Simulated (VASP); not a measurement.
# Sr (P6_3/mmc) in VASP: a series of runs

Runs on Sr. Level: r2SCAN. Tasks: single point.

Program: VASP 6.6.1. These are calculated values, not measurements. Logs are shortened: lines on timing, memory, paths and dates and some standing lists are left out, and cuts for length are marked.

## (1) The cell of the first run

Symmetry: P6_3/mmc, No. 194, hexagonal system. Conventional cell: a = 3.949 Å, b = 3.949 Å, c = 8.398 Å, α = 90.00°, β = 90.00°, γ = 120.00°. Sr (site symmetry -6m2) has 12 Sr at 3.95 to 4.78 Å within 5.2 Å.

This isn't the form of Sr at room conditions, which is fcc.

## (2) Single point, r2SCAN

Input file POSCAR:

```
Sr
1.0
    3.9490822119      0.0000000000      0.0000000000
   -1.9745411060      3.4200055171      0.0000000000
    0.0000000000      0.0000000000      8.3975258976
Sr
2
Direct
    0.3333333333      0.6666666667      0.2500000000
    0.6666666667      0.3333333333      0.7500000000
```

Input file INCAR.step1:

```
SYSTEM = Sr
PREC = Accurate
ENCUT = 520
ISMEAR = 0
SIGMA = 0.15
LREAL = .FALSE.
LASPH = .TRUE.
NELM = 60
NBANDS = 17
GGA = PE
ALGO = Normal
EDIFF = 1E-4
LWAVE = .TRUE.
LCHARG = .FALSE.
```

Input file INCAR.step2:

```
SYSTEM = Sr
PREC = Accurate
ENCUT = 520
EDIFF = 1E-6
ISMEAR = 0
SIGMA = 0.15
LREAL = .FALSE.
LASPH = .TRUE.
NELM = 60
ALGO = Normal
ISIF = 2
LWAVE = .FALSE.
LCHARG = .FALSE.
METAGGA = R2SCAN
LMIXTAU = .TRUE.
NBANDS = 17
ISTART = 1
```

Input file KPOINTS:

```
regular mesh
0
G
  12 12 8
  0 0 0
```

Potentials or basis: VASP PAW PBE potentials, release 64 (Sr_sv).

Command:

```console
$ cat potpaw_PBE.64/Sr_sv/POTCAR > POTCAR
$ cp INCAR.step1 INCAR
$ mpirun -np 1 vasp_std > vasp.out
$ cp INCAR.step2 INCAR
$ mpirun -np 1 vasp_std > vasp.out
```

OUTCAR:

```text
SYSTEM = Sr
   PREC = Accurate
   ENCUT = 520
   EDIFF = 1E-6
   ISMEAR = 0
   LREAL = .FALSE.
   LASPH = .TRUE.
   NELM = 60
   ISIF = 2
   METAGGA = R2SCAN
   ISTART = 1

 ion  position               nearest neighbor table
   1  0.333  0.667  0.250-   2 4.78   2 4.78   2 4.78   2 4.78   2 4.78   2 4.78
   2  0.667  0.333  0.750-   1 4.78   1 4.78   1 4.78   1 4.78   1 4.78   1 4.78

  LATTYP: Found a hexagonal cell.
 ALAT       =     3.9490822119
 C/A-ratio  =     2.1264500071

  Lattice vectors:

 A1 = (   3.9490822119,   0.0000000000,   0.0000000000)
 A2 = (  -1.9745411060,   3.4200055171,   0.0000000000)
 A3 = (   0.0000000000,   0.0000000000,   8.3975258976)

Analysis of symmetry for initial positions (statically):
=====================================================================
 Subroutine PRICEL returns:
 Original cell was already a primitive cell.

 Routine SETGRP: Setting up the symmetry group for a
 hexagonal supercell.

 Subroutine GETGRP returns: Found 24 space group operations
 (whereof 12 operations were pure point group operations)
 out of a pool of 24 trial point group operations.

The static configuration has the point symmetry D_3d.
 The point group associated with its full space group is D_6h.

Analysis of symmetry for dynamics (positions and initial velocities):
=====================================================================
 Subroutine PRICEL returns:
 Original cell was already a primitive cell.

 Routine SETGRP: Setting up the symmetry group for a
 hexagonal supercell.

 Subroutine GETGRP returns: Found 24 space group operations
 (whereof 12 operations were pure point group operations)
 out of a pool of 24 trial point group operations.

The dynamic configuration has the point symmetry D_3d.
 The point group associated with its full space group is D_6h.

 Subroutine INISYM returns: Found 24 space group operations
 (whereof 12 operations are pure point group operations),
 and found     1 'primitive' translations

----------------------------------------------------------------------------------------

                                     Primitive cell

  volume of cell :     113.4160

  direct lattice vectors                    reciprocal lattice vectors
     3.949082212  0.000000000  0.000000000     0.253223394  0.146198595  0.000000000
    -1.974541106  3.420005517  0.000000000     0.000000000  0.292397189  0.000000000
     0.000000000  0.000000000  8.397525898     0.000000000  0.000000000  0.119082693

  length of vectors
     3.949082212  3.949082212  8.397525898     0.292397189  0.292397189  0.119082693

  position of ions in fractional coordinates (direct lattice)
     0.333333333  0.666666667  0.250000000
     0.666666667  0.333333333  0.750000000

  ion indices of the primitive-cell ions
   primitive index   ion index
                 1           1
                 2           2

----------------------------------------------------------------------------------------

 KPOINTS: regular mesh

Automatic generation of k-mesh.
 Grid dimensions read from file:
 generate k-points for:   12   12    8

 Generating k-lattice:

  Cartesian coordinates                     Fractional coordinates (reciprocal lattice)
     0.021101949  0.012183216  0.000000000     0.083333333  0.000000000  0.000000000
     0.000000000  0.024366432  0.000000000     0.000000000  0.083333333  0.000000000
     0.000000000  0.000000000  0.014885337     0.000000000  0.000000000  0.125000000

  Length of vectors
     0.024366432  0.024366432  0.014885337

  Shift w.r.t. Gamma in fractional coordinates (k-lattice)
     0.000000000  0.000000000  0.000000000

 Subroutine IBZKPT returns following result:
 ===========================================

 Found     95 irreducible k-points:

 Following reciprocal coordinates:
            Coordinates               Weight
  0.000000  0.000000  0.000000      1.000000
  0.083333  0.000000  0.000000      6.000000
  0.166667  0.000000  0.000000      6.000000
  0.250000  0.000000  0.000000      6.000000
  0.333333 -0.000000  0.000000      6.000000
  0.416667 -0.000000  0.000000      6.000000
[... 16 lines left out ...]
  0.250000  0.000000  0.125000     12.000000
  0.333333 -0.000000  0.125000     12.000000
 [... further k-points ...]
   k-points           NKPTS =     95   k-points in BZ     NKDIM =     95   number of bands    NBANDS=     17
   number of dos      NEDOS =    301   number of ions     NIONS =      2
   total plane-waves  NPLWV =  57600
   dimension x,y,z NGX =    30 NGY =   30 NGZ =   64
   dimension x,y,z NGXF=    60 NGYF=   60 NGZF=  128
   ions per type =               2
   NGX,Y,Z   is equivalent  to a cutoff of  12.63, 12.63, 12.67 a.u.
   NGXF,Y,Z  is equivalent  to a cutoff of  25.26, 25.26, 25.34 a.u.
 SYSTEM =  Sr
   PREC   = accura    normal or accurate (medium, high low for compatibility)
   ISTART =      1    job   : 0-new  1-cont  2-samecut
   ICHARG =      0    charge: 1-file 2-atom 10-const
   ISPIN  =      1    spin polarized calculation?
   LNONCOLLINEAR =      F non collinear calculations
   LSORBIT =      F    spin-orbit coupling
   LASPH  =      T    aspherical Exc in radial PAW
   ENCUT  =  520.0 eV  38.22 Ry    6.18 a.u.   7.34  7.34 15.61*2*pi/ulx,y,z
   NELM   =     60;   NELMIN=  2; NELMDL=  0     # of ELM steps
   EDIFF  = 0.1E-05   stopping-criterion for ELM
   LREAL  =      F    real-space projection
   EDIFFG = 0.1E-04   stopping-criterion for IOM
   NSW    =      0    number of steps for IOM
   IBRION =     -1    ionic relax: 0-MD 1-quasi-New 2-CG
   NFREE  =      0    steps in history (QN), initial steepest desc. (CG)
   ISIF   =      2    stress and relaxation
   ISYM   =      2    0-nonsym 1-usesym 2-fastsym
   POTIM  = 0.5000    time-step for ionic-motion
   TEBEG  =    0.0;   TEEND  =   0.0 temperature during run
   PSTRESS=    0.0 pullay stress
   NELECT =      20.0000    total number of electrons
   NUPDOWN=      -1.0000    fix difference up-down
   EMIN   =  10.00;   EMAX   =-10.00  energy-range for DOS
   EFERMI =   0.00;   METHOD = LEGACY
   ISMEAR =     0;   SIGMA  =   0.15  broadening in eV -4-tet -1-fermi 0-gaus
   EFERMI_NEDOS =   21; number of points for ismear=-14 and -15
   IALGO  =     38    algorithm
   IMIX   =      4    mixing-type and parameters
     AMIX     =   0.40;   BMIX     =  1.00
     AMIX_MAG =   1.60;   BMIX_MAG =  1.00
  volume/ion in A,a.u.               =      56.71       382.68
  Fermi-wavevector in a.u.,A,eV,Ry     =   0.918037  1.734838 11.466873  0.842791
  Thomas-Fermi vector in A             =   2.043073
   LORBIT       =      0    0 simple, 1 ext, 2 COOP (PROOUT), +10 PAW based schemes
   METAGGA = R2SCAN    functional components
   LHFCALC =     F    Hartree Fock is set to
   AEXX    =    0.0000 exact exchange contribution
   IVDW    =     0    specifies the selected vdW correction
   LEPSILON=     F    determine dielectric tensor
   LRPA    =     F    only Hartree local field effects (RPA)
 non-spin polarized calculation
 Gauss-broadening in eV      SIGMA  =   0.15
  energy-cutoff  :      520.00
  volume of cell :      113.42
 maximum number of plane-waves:      3104
 NGX is ok and might be reduce to    30

 number of electron      20.0000000 magnetization

 Free energy of the ion-electron system (eV)
  ---------------------------------------------------
  ext. energy  EPLUGINS =         0.00000000
  ---------------------------------------------------
  free energy    TOTEN  =       -29.76969071 eV

  energy without entropy =      -29.74633269  energy(sigma->0) =      -29.75801170

 E-fermi :   1.4262     XC(G=0):  -7.6829

 val. band max:        1.4111017249   @ k =   0.1667   0.1667   0.1250
 cond. band min:       1.4276833856   @ k =   0.2500   0.0833   0.1250
 fundamental gap:      0.0165816607
 Fermi energy:         1.4261618249

 k-point     1 :       0.0000    0.0000    0.0000
  band No.  band energies     occupation
      1     -36.6353      2.00000
      2     -36.6323      2.00000
      3     -18.0082      2.00000
      4     -17.9337      2.00000
      5     -17.8526      2.00000
      6     -17.8526      2.00000
[... 9 lines left out ...]
     16       4.4526      0.00000
     17       6.1034      0.00000

 k-point     2 :       0.0833    0.0000    0.0000
  band No.  band energies     occupation
      1     -36.6334      2.00000
      2     -36.6304      2.00000
      3     -18.0037      2.00000
      4     -17.9316      2.00000
      5     -17.8756      2.00000
      6     -17.8716      2.00000
[... 9 lines left out ...]
     16       4.5810      0.00000
     17       5.5760      0.00000

 k-point     3 :       0.1667    0.0000    0.0000
  band No.  band energies     occupation
      1     -36.6281      2.00000
      2     -36.6254      2.00000
      3     -17.9913      2.00000
      4     -17.9378      2.00000
      5     -17.9337      2.00000
      6     -17.9260      2.00000
[... 9 lines left out ...]
     16       4.7966      0.00000
     17       4.9588      0.00000

 k-point     4 :       0.2500    0.0000    0.0000
  band No.  band energies     occupation
      1     -36.6207      2.00000
      2     -36.6185      2.00000
      3     -18.0217      2.00000
      4     -18.0166      2.00000
      5     -17.9736      2.00000
      6     -17.9190      2.00000
[... 9 lines left out ...]
     16       5.3744      0.00000
     17       5.4290      0.00000
[... 343 lines left out ...]
      1     -36.6279      2.00000
      2     -36.6255      2.00000
      3     -17.9890      2.00000
      4     -17.9377      2.00000
      5     -17.9351      2.00000
      6     -17.9271      2.00000
[... 9 lines left out ...]
     16       4.8794      0.00000
     17       4.9452      0.00000

 k-point    23 :       0.2500    0.0000    0.1250
  band No.  band energies     occupation
      1     -36.6207      2.00000
      2     -36.6186      2.00000
      3     -18.0218      2.00000
      4     -18.0171      2.00000
      5     -17.9712      2.00000
      6     -17.9209      2.00000
[... 9 lines left out ...]
     16       5.3566      0.00000
     17       5.4240      0.00000

 k-point    24 :       0.3333   -0.0000    0.1250
  band No.  band energies     occupation
      1     -36.6133      2.00000
      2     -36.6117      2.00000
      3     -18.1040      2.00000
      4     -18.0981      2.00000
      5     -17.9530      2.00000
      6     -17.9145      2.00000
[... 9 lines left out ...]
     16       5.2128      0.00000
     17       6.0249      0.00000

 [... further k-points ...]
[... 5 lines left out ...]
  --------------------------------------------------------------------------------------
  -------------------------------------------------------------------------------------
  Total        2.3473248      2.3473248     -2.8184155     -0.0000000      0.0000000      0.0000000
  in kB       33.1596122     33.1596122    -39.8145000     -0.0000000      0.0000000      0.0000000
  external PRESSURE =       8.8349082 kB  Pullay stress =       0.0000000 kB

 VOLUME and BASIS-vectors are now :
 -----------------------------------------------------------------------------
  energy-cutoff  :      520.00
  volume of cell :      113.42
      direct lattice vectors                 reciprocal lattice vectors
     3.949082212  0.000000000  0.000000000     0.253223394  0.146198595  0.000000000
    -1.974541106  3.420005517  0.000000000     0.000000000  0.292397189  0.000000000
     0.000000000  0.000000000  8.397525898     0.000000000  0.000000000  0.119082693

 POSITION                                       TOTAL-FORCE (eV/Angst)
 -----------------------------------------------------------------------------------
     -0.00000      2.28000      2.09938        -0.000000     -0.000000      0.000000
      1.97454      1.14000      6.29814         0.000000      0.000000      0.000000
 -----------------------------------------------------------------------------------
    total drift:                               -0.000000      0.000000     -0.000000

  FREE ENERGIE OF THE ION-ELECTRON SYSTEM (eV)
  ---------------------------------------------------
  free  energy   TOTEN  =       -29.7696907067 eV

  energy  without entropy=      -29.7463326900  energy(sigma->0) =      -29.75801170
```

Wall time 9.9 min (1 thread of Intel Xeon Platinum 8259CL at 2.50GHz (Skylake/Cascade Lake), shared host); peak memory 0.35 GiB.

Results:

| Property | Result |
| --- | --- |
| Free energy | -29.7697 eV |
| Pressure | 0.9 GPa |
| Band gap on the k mesh | zero (bands 10 and 11 overlap by 1.33 eV) |

Stress tensor (GPa, compression positive):
```
 3.32  0.00  0.00
 0.00  3.32  0.00
 0.00  0.00 -3.98
```

Caveat: the stress differs along the axes, from -4 to 3 GPa; the PAW data sets were made with another functional, which shifts forces and pressure a little.

## (3) Single point, r2SCAN

This run uses another cell than the first one, of the same volume but with other edges.

Input file POSCAR:

```
Sr
1.0
    4.5499258304      0.0000000000      0.0000000000
   -2.2749629152      3.9403513544      0.0000000000
    0.0000000000      0.0000000000      6.3260856479
Sr
2
Direct
    0.3333333333      0.6666666667      0.2500000000
    0.6666666667      0.3333333333      0.7500000000
```

Input file INCAR.step1:

```
SYSTEM = Sr
ALGO = Normal ; EDIFF = 1E-4
ENCUT = 520 ; GGA = PE
ISMEAR = 0 ; LASPH = .TRUE.
LCHARG = .FALSE. ; LREAL = .FALSE.
LWAVE = .TRUE. ; NBANDS = 17
NELM = 60 ; PREC = Accurate
SIGMA = 0.15
```

Input file INCAR.step2:

```
SYSTEM = Sr
ALGO = Normal ; EDIFF = 1E-6
ENCUT = 520 ; ISIF = 2
ISMEAR = 0 ; ISTART = 1
LASPH = .TRUE. ; LCHARG = .FALSE.
LMIXTAU = .TRUE. ; LREAL = .FALSE.
LWAVE = .FALSE. ; METAGGA = R2SCAN
NBANDS = 17 ; NELM = 60
PREC = Accurate ; SIGMA = 0.15
```

Input file KPOINTS:

```
k-points
0
G
  12 12 8
  0 0 0
```

Potentials or basis: VASP PAW PBE potentials, release 64 (Sr_sv).

Command:

```console
$ cat potpaw_PBE.64/Sr_sv/POTCAR > POTCAR
$ cp INCAR.step1 INCAR
$ mpirun -np 1 vasp_std > vasp.out
$ cp INCAR.step2 INCAR
$ mpirun -np 1 vasp_std > vasp.out
```

Wall time 5.3 min (1 thread of Intel Xeon 6975P-C (Granite Rapids), shared host); peak memory 0.35 GiB.

It converged, with:

```
Free energy            : -30.0785 eV
Pressure               : 0.3 GPa
Band gap on the k mesh : zero (bands 10 and 11 overlap by 0.46 eV)
```

Stress tensor (GPa, compression positive):
```
-0.69  0.00  0.00
 0.00 -0.69  0.00
 0.00  0.00  2.14
```

Levels at points of the mesh, in eV from the Fermi level:
```
           k point  band 8  band 9  band 10  band 11  band 12  band 13
(0.00, 0.00, 0.00)  -19.36   -3.79    -0.70     0.71     2.30     2.30
(0.50, 0.00, 0.00)  -19.37   -1.34    -0.83     0.17     0.37     1.85
(0.00, 0.00, 0.50)  -19.39   -2.58    -2.58     2.02     2.02     2.15
(0.50, 0.00, 0.50)  -19.39   -0.76    -0.76     0.10     0.10     1.77
```

Caveat: the PAW data sets were made with another functional, which shifts forces and pressure a little.

## (4) Single point, r2SCAN

This run uses another cell than the first one, of the same volume but with other edges.

Input file POSCAR:

```
Sr
1.0
    4.0558654921      0.0000000000      0.0000000000
   -2.0279327461      3.5124825505      0.0000000000
    0.0000000000      0.0000000000      7.9611648043
Sr
2
Direct
    0.3333333333      0.6666666667      0.2500000000
    0.6666666667      0.3333333333      0.7500000000
```

Input file INCAR.step1:

```
SYSTEM = Sr
PREC = Accurate
ENCUT = 520
ISMEAR = 0
SIGMA = 0.15
LREAL = .FALSE.
LASPH = .TRUE.
NELM = 60
NBANDS = 17
GGA = PE
ALGO = Normal
EDIFF = 1E-4
LWAVE = .TRUE.
LCHARG = .FALSE.
```

Input file INCAR.step2:

```
SYSTEM = Sr
PREC = Accurate
ENCUT = 520
EDIFF = 1E-6
ISMEAR = 0
SIGMA = 0.15
LREAL = .FALSE.
LASPH = .TRUE.
NELM = 60
ALGO = Normal
ISIF = 2
LWAVE = .FALSE.
LCHARG = .FALSE.
METAGGA = R2SCAN
LMIXTAU = .TRUE.
NBANDS = 17
ISTART = 1
```

Input file KPOINTS:

```
Automatic mesh
0
G
  12 12 8
  0 0 0
```

Command:

```console
$ cat potpaw_PBE.64/Sr_sv/POTCAR > POTCAR
$ cp INCAR.step1 INCAR
$ mpirun -np 1 vasp_std > vasp.out
$ cp INCAR.step2 INCAR
$ mpirun -np 1 vasp_std > vasp.out
```

Run time: 6 min. Hardware: 1 thread of Intel Xeon 6975P-C (Granite Rapids), shared host; peak memory 0.33 GiB.

It converged, with:

* Free energy: -30.0055 eV
* Pressure: 0.4 GPa
* Band gap on the k mesh: zero (bands 10 and 11 overlap by 1.07 eV)

Stress tensor (GPa, compression positive):
```
 2.07  0.00  0.00
 0.00  2.07  0.00
 0.00  0.00 -3.01
```

Levels at points of the mesh, in eV from the Fermi level:
```
           k point  band 7  band 8  band 9  band 10  band 11  band 12  band 13  band 14
(0.00, 0.00, 0.00)  -19.33  -19.33   -3.76    -1.64    -0.64     1.68     2.81     2.81
(0.50, 0.00, 0.00)  -19.39  -19.36   -0.80    -0.39     0.10     0.47     1.16     1.57
(0.00, 0.00, 0.50)  -19.33  -19.33   -3.03    -3.03     0.77     0.77     2.87     2.87
(0.50, 0.00, 0.50)  -19.37  -19.37   -0.64    -0.64     0.35     0.35     1.29     1.29
```

Caveat: the stress differs along the axes, from -3 to 2 GPa; the PAW data sets were made with another functional, which shifts forces and pressure a little.

(Part 1 of 2 ends here.)

The gap in the log of VASP goes by the Fermi energy; the results here count the filled bands.